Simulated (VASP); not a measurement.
A run of VASP 6.6.1:

INCAR

```
SYSTEM = Ir
PREC     = Accurate       ! precision mode
ENCUT    = 520            ! plane-wave cutoff, eV
EDIFF    = 1E-6           ! SCF threshold, eV
ISMEAR   = -1             ! smearing method
SIGMA    = 0.05           ! smearing width, eV
LREAL    = .FALSE.        ! projectors in reciprocal space
LASPH    = .TRUE.         ! aspherical terms in the spheres
NELM     = 60             ! most SCF steps
ALGO     = Normal         ! electronic algorithm
ISIF     = 2              ! what is computed and relaxed
LWAVE    = .FALSE.        ! write WAVECAR
LCHARG   = .TRUE.         ! write CHGCAR
GGA      = PE             ! functional
LELF     = .TRUE.         ! ELF
LVHAR    = .TRUE.       
NBANDS   = 10             ! bands
```

File KPOINTS:

```
Automatic mesh
0
G
  15 15 15
  0 0 0
```

File POSCAR:

```
Ir
1.0
    0.0000000000      1.8937549276      1.8937549276
    1.8937549276      0.0000000000      1.8937549276
    1.8937549276      1.8937549276      0.0000000000
Ir
1
Direct
    0.0000000000      0.0000000000      0.0000000000
```

Potentials or basis: VASP PAW PBE potentials, release 64 (Ir).

Launch:

```bash
$ cat potpaw_PBE.64/Ir/POTCAR > POTCAR
$ mpirun -np 1 vasp_std > vasp.out
```

Hardware: 1 thread of AMD EPYC 9R14 (Zen 4), on a shared host.

Q: Estimate the wall time of this run.

A: It took 12 s on 1 thread of AMD EPYC 9R14 (Zen 4), on a shared host, peak memory 0.11 GiB. Counts: scf iterations 12, k points 120.
